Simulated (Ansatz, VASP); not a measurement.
## One calculation of GaAs, two programs

```
CELL_PARAMETERS angstrom
0.00000 2.80169 2.80169
2.80169 0.00000 2.80169
2.80169 2.80169 0.00000
ATOMIC_POSITIONS crystal
Ga 0.00000 0.00000 0.00000
As 0.75000 0.75000 0.75000
```

Alike in both runs: functional LDA; k mesh 12 × 12 × 12; occupations gaussian, width 0.1 eV; no spin polarisation.

Ansatz relaxed the structure, and its values are those at the end. VASP's run is a single point on that final structure, the one shown.

|  | VASP | Ansatz |
| --- | --- | --- |
| version | VASP 6.6.1 | Ansatz 0.2.0 |
| potentials or method | VASP PAW LDA potentials, release 64 (Ga_d, As), cutoff 520 eV | scalar-relativistic, plane waves, PAW |
| valence electrons in the cell | 18 | 28 |

Ansatz gave:

```
gap on the k mesh at the Fermi level (eV) : 0.49
least direct gap on the mesh (eV)         : 0.49
pressure (GPa)                            : 0.0
```

Estimate VASP's values.

gap on the k mesh at the Fermi level (eV): 0.54; least direct gap on the mesh (eV): 0.54; pressure (GPa): 0.3.

LDA's correlation is that of Perdew and Zunger in VASP and of Perdew and Wang (1992) in Ansatz. VASP's potentials hold 18 valence electrons a cell and Ansatz's 28, so a difference there can come from the potentials and not from the codes.
